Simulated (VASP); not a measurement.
# NaF (Villiaumite) (Fm-3m) in VASP: settings compared

NaF (Villiaumite) is run at these levels: PBE, PBEsol; tasks: single point.

Everything below comes from runs of VASP 6.6.1. Logs are shortened: lines on timing, memory, paths and dates and some standing lists are left out, and cuts for length are marked.

### Step 1. The cell of the first run

It takes space group Fm-3m (No. 225, cubic). Conventional cell: a = 4.640 Å, b = 4.640 Å, c = 4.640 Å, α = 90.00°, β = 90.00°, γ = 90.00°. Na (site symmetry m-3m) has 6 F at 2.32 Å within 3.1 Å. Within 3.1 Å of F (site symmetry m-3m) lie 6 Na at 2.32 Å.

### Step 2. Single point, PBE

The input, INCAR:

```
SYSTEM = NaF
PREC = Accurate
ENCUT = 520
EDIFF = 1E-6
ISMEAR = -1
SIGMA = 0.05
LREAL = .FALSE.
LASPH = .TRUE.
NELM = 100
ALGO = Normal
ISIF = 2
LWAVE = .FALSE.
LCHARG = .FALSE.
GGA = PE
NBANDS = 14
```

The input, KPOINTS:

```
Automatic mesh
0
G
  8 8 8
  0 0 0
```

The input, POSCAR:

```
NaF
1.0
    0.0000000000      2.3200000000      2.3200000000
    2.3200000000      0.0000000000      2.3200000000
    2.3200000000      2.3200000000      0.0000000000
Na F
1 1
Direct
    0.0000000000      0.0000000000      0.0000000000
    0.5000000000      0.5000000000      0.5000000000
```

Potentials or basis: VASP PAW PBE potentials, release 64 (Na_pv, F).

Started as:

```
cat potpaw_PBE.64/Na_pv/POTCAR potpaw_PBE.64/F/POTCAR > POTCAR
mpirun -np 1 vasp_std > vasp.out
```

OUTCAR:

```text
SYSTEM = NaF
   PREC = Accurate
   ENCUT = 520
   EDIFF = 1E-6
   ISMEAR = -1
   LREAL = .FALSE.
   LASPH = .TRUE.
   NELM = 100
   ISIF = 2
   GGA = PE

 ion  position               nearest neighbor table
   1  0.000  0.000  0.000-   2 2.32   2 2.32   2 2.32   2 2.32   2 2.32   2 2.32
   2  0.500  0.500  0.500-   1 2.32   1 2.32   1 2.32   1 2.32   1 2.32   1 2.32

  LATTYP: Found a face centered cubic cell.
 ALAT       =     4.6400000000

  Lattice vectors:

 A1 = (   0.0000000000,   2.3200000000,   2.3200000000)
 A2 = (   2.3200000000,   0.0000000000,   2.3200000000)
 A3 = (   2.3200000000,   2.3200000000,   0.0000000000)

Analysis of symmetry for initial positions (statically):
=====================================================================
 Subroutine PRICEL returns:
 Original cell was already a primitive cell.

 Routine SETGRP: Setting up the symmetry group for a
 face centered cubic supercell.

 Subroutine GETGRP returns: Found 48 space group operations
 (whereof 48 operations were pure point group operations)
 out of a pool of 48 trial point group operations.

The static configuration has the point symmetry O_h .

Analysis of symmetry for dynamics (positions and initial velocities):
=====================================================================
 Subroutine PRICEL returns:
 Original cell was already a primitive cell.

 Routine SETGRP: Setting up the symmetry group for a
 face centered cubic supercell.

 Subroutine GETGRP returns: Found 48 space group operations
 (whereof 48 operations were pure point group operations)
 out of a pool of 48 trial point group operations.

The dynamic configuration has the point symmetry O_h .

 Subroutine INISYM returns: Found 48 space group operations
 (whereof 48 operations are pure point group operations),
 and found     1 'primitive' translations

----------------------------------------------------------------------------------------

                                     Primitive cell

  volume of cell :      24.9743

  direct lattice vectors                    reciprocal lattice vectors
     0.000000000  2.320000000  2.320000000    -0.215517241  0.215517241  0.215517241
     2.320000000  0.000000000  2.320000000     0.215517241 -0.215517241  0.215517241
     2.320000000  2.320000000  0.000000000     0.215517241  0.215517241 -0.215517241

  length of vectors
     3.280975465  3.280975465  3.280975465     0.373286812  0.373286812  0.373286812

  position of ions in fractional coordinates (direct lattice)
     0.000000000  0.000000000  0.000000000
     0.500000000  0.500000000  0.500000000

  ion indices of the primitive-cell ions
   primitive index   ion index
                 1           1
                 2           2

----------------------------------------------------------------------------------------

 KPOINTS: Automatic mesh

Automatic generation of k-mesh.
 Grid dimensions read from file:
 generate k-points for:    8    8    8

 Generating k-lattice:

  Cartesian coordinates                     Fractional coordinates (reciprocal lattice)
    -0.026939655  0.026939655  0.026939655     0.125000000  0.000000000  0.000000000
     0.026939655 -0.026939655  0.026939655     0.000000000  0.125000000  0.000000000
     0.026939655  0.026939655 -0.026939655     0.000000000  0.000000000  0.125000000

  Length of vectors
     0.046660851  0.046660851  0.046660851

  Shift w.r.t. Gamma in fractional coordinates (k-lattice)
     0.000000000  0.000000000  0.000000000

 Subroutine IBZKPT returns following result:
 ===========================================

 Found     29 irreducible k-points:

 Following reciprocal coordinates:
            Coordinates               Weight
  0.000000  0.000000  0.000000      1.000000
  0.125000  0.000000  0.000000      8.000000
  0.250000  0.000000  0.000000      8.000000
  0.375000  0.000000  0.000000      8.000000
  0.500000  0.000000  0.000000      4.000000
  0.125000  0.125000  0.000000      6.000000
[... 16 lines left out ...]
  0.500000  0.250000  0.125000     48.000000
 -0.375000  0.250000  0.125000     24.000000
 [... further k-points ...]
   k-points           NKPTS =     29   k-points in BZ     NKDIM =     29   number of bands    NBANDS=     14
   number of dos      NEDOS =    301   number of ions     NIONS =      2
   total plane-waves  NPLWV =  13824
   dimension x,y,z NGX =    24 NGY =   24 NGZ =   24
   dimension x,y,z NGXF=    48 NGYF=   48 NGZF=   48
   ions per type =               1   1
   NGX,Y,Z   is equivalent  to a cutoff of  12.16, 12.16, 12.16 a.u.
   NGXF,Y,Z  is equivalent  to a cutoff of  24.32, 24.32, 24.32 a.u.
 SYSTEM =  NaF
   PREC   = accura    normal or accurate (medium, high low for compatibility)
   ISTART =      0    job   : 0-new  1-cont  2-samecut
   ICHARG =      2    charge: 1-file 2-atom 10-const
   ISPIN  =      1    spin polarized calculation?
   LNONCOLLINEAR =      F non collinear calculations
   LSORBIT =      F    spin-orbit coupling
   LASPH  =      T    aspherical Exc in radial PAW
   ENCUT  =  520.0 eV  38.22 Ry    6.18 a.u.   6.10  6.10  6.10*2*pi/ulx,y,z
   NELM   =    100;   NELMIN=  2; NELMDL= -5     # of ELM steps
   EDIFF  = 0.1E-05   stopping-criterion for ELM
   LREAL  =      F    real-space projection
   EDIFFG = 0.1E-04   stopping-criterion for IOM
   NSW    =      0    number of steps for IOM
   IBRION =     -1    ionic relax: 0-MD 1-quasi-New 2-CG
   NFREE  =      0    steps in history (QN), initial steepest desc. (CG)
   ISIF   =      2    stress and relaxation
   ISYM   =      2    0-nonsym 1-usesym 2-fastsym
   POTIM  = 0.5000    time-step for ionic-motion
   TEBEG  =    0.0;   TEEND  =   0.0 temperature during run
   PSTRESS=    0.0 pullay stress
   NELECT =      14.0000    total number of electrons
   NUPDOWN=      -1.0000    fix difference up-down
   EMIN   =  10.00;   EMAX   =-10.00  energy-range for DOS
   EFERMI =   0.00;   METHOD = LEGACY
   ISMEAR =    -1;   SIGMA  =   0.05  broadening in eV -4-tet -1-fermi 0-gaus
   EFERMI_NEDOS =   21; number of points for ismear=-14 and -15
   IALGO  =     38    algorithm
   IMIX   =      4    mixing-type and parameters
     AMIX     =   0.40;   BMIX     =  1.00
     AMIX_MAG =   1.60;   BMIX_MAG =  1.00
  volume/ion in A,a.u.               =      12.49        84.27
  Fermi-wavevector in a.u.,A,eV,Ry     =   1.349852  2.550851 24.791186  1.822101
  Thomas-Fermi vector in A             =   2.477405
   LORBIT       =      0    0 simple, 1 ext, 2 COOP (PROOUT), +10 PAW based schemes
   GGA     = PE    functional components
   LHFCALC =     F    Hartree Fock is set to
   AEXX    =    0.0000 exact exchange contribution
   IVDW    =     0    specifies the selected vdW correction
   LEPSILON=     F    determine dielectric tensor
   LRPA    =     F    only Hartree local field effects (RPA)
 non-spin polarized calculation
  energy-cutoff  :      520.00
  volume of cell :       24.97
 maximum number of plane-waves:       692
   NGX = 13   NGY = 13   NGZ = 13

 number of electron      13.9999982 magnetization

 Free energy of the ion-electron system (eV)
  ---------------------------------------------------
  ext. energy  EPLUGINS =         0.00000000
  ---------------------------------------------------
  free energy    TOTEN  =        -8.56284712 eV

  energy without entropy =       -8.56284712  energy(sigma->0) =       -8.56284712

 E-fermi :  -1.0592     XC(G=0):  -9.1368

 val. band max:       -2.1011775662   @ k =   0.0000   0.0000   0.0000
 cond. band min:       4.1769792098   @ k =   0.0000   0.0000   0.0000
 fundamental gap:      6.2781567760
 Fermi energy:        -1.0592040910

 k-point     1 :       0.0000    0.0000    0.0000
  band No.  band energies     occupation
      1     -21.2674      2.00000
      2     -21.0595      2.00000
      3     -21.0595      2.00000
      4     -21.0595      2.00000
      5      -2.1012      2.00000
      6      -2.1012      2.00000
      7      -2.1012      2.00000
      8       4.1770      0.00000
      9      16.8472      0.00000
     10      16.8472      0.00000
     11      16.8472      0.00000
     12      19.7009      0.00000
     13      21.8741      0.00000
     14      21.8741      0.00000

 k-point     2 :       0.1250    0.0000    0.0000
  band No.  band energies     occupation
      1     -21.4752      2.00000
      2     -21.0613      2.00000
      3     -21.0613      2.00000
      4     -20.8325      2.00000
      5      -2.3950      2.00000
      6      -2.1389      2.00000
      7      -2.1389      2.00000
      8       4.7218      0.00000
      9      15.1167      0.00000
     10      17.0837      0.00000
     11      17.0838      0.00000
     12      21.2938      0.00000
     13      21.2938      0.00000
     14      21.5774      0.00000

 k-point     3 :       0.2500    0.0000    0.0000
  band No.  band energies     occupation
      1     -21.7023      2.00000
      2     -21.0655      2.00000
      3     -21.0655      2.00000
      4     -20.5564      2.00000
      5      -2.9927      2.00000
      6      -2.2289      2.00000
      7      -2.2289      2.00000
      8       6.0384      0.00000
      9      13.0259      0.00000
     10      17.6033      0.00000
     11      17.6033      0.00000
     12      20.6291      0.00000
     13      20.6291      0.00000
     14      22.1948      0.00000
[... 324 lines left out ...]
 k-point    23 :       0.5000    0.2500    0.1250
  band No.  band energies     occupation
      1     -21.7265      2.00000
      2     -21.1100      2.00000
      3     -21.0830      2.00000
      4     -20.4547      2.00000
      5      -3.3301      2.00000
      6      -2.5979      2.00000
      7      -2.3975      2.00000
      8       8.5299      0.00000
      9      11.4646      0.00000
     10      15.2694      0.00000
     11      17.1286      0.00000
     12      19.4309      0.00000
     13      21.4800      0.00000
     14      25.5696      0.00000

 k-point    24 :      -0.3750    0.2500    0.1250
  band No.  band energies     occupation
      1     -21.7418      2.00000
      2     -21.1131      2.00000
      3     -21.0900      2.00000
      4     -20.4237      2.00000
      5      -3.4016      2.00000
      6      -2.6745      2.00000
      7      -2.4356      2.00000
      8       9.6600      0.00000
      9      10.5831      0.00000
     10      14.9791      0.00000
     11      16.8247      0.00000
     12      20.0146      0.00000
     13      21.0746      0.00000
     14      25.8272      0.00000

 [... further k-points ...]
[... 5 lines left out ...]
  --------------------------------------------------------------------------------------
  -------------------------------------------------------------------------------------
  Total        0.2793862      0.2793862      0.2793862      0.0000000      0.0000000     -0.0000000
  in kB       17.9234487     17.9234487     17.9234487      0.0000000      0.0000000     -0.0000000
  external PRESSURE =      17.9234487 kB  Pullay stress =       0.0000000 kB

 VOLUME and BASIS-vectors are now :
 -----------------------------------------------------------------------------
  energy-cutoff  :      520.00
  volume of cell :       24.97
      direct lattice vectors                 reciprocal lattice vectors
     0.000000000  2.320000000  2.320000000    -0.215517241  0.215517241  0.215517241
     2.320000000  0.000000000  2.320000000     0.215517241 -0.215517241  0.215517241
     2.320000000  2.320000000  0.000000000     0.215517241  0.215517241 -0.215517241

 POSITION                                       TOTAL-FORCE (eV/Angst)
 -----------------------------------------------------------------------------------
      0.00000      0.00000      0.00000         0.000000      0.000000     -0.000000
      2.32000      2.32000      2.32000        -0.000000     -0.000000      0.000000
 -----------------------------------------------------------------------------------
    total drift:                                0.000000     -0.000000      0.000000

  FREE ENERGIE OF THE ION-ELECTRON SYSTEM (eV)
  ---------------------------------------------------
  free  energy   TOTEN  =        -8.5628471239 eV

  energy  without entropy=       -8.5628471238  energy(sigma->0) =       -8.56284712
```

Wall time 5.8 s (1 thread of Intel Xeon 8259CL, shared host); peak memory 0.13 GiB.

What came out:

```
Free energy            : -8.5628 eV
Pressure               : 1.8 GPa
Band gap on the k mesh : 6.28 eV, direct
```

PBE gaps usually lie below the measured ones, often by a third to a half.

(Part 1 of 2 ends here.)
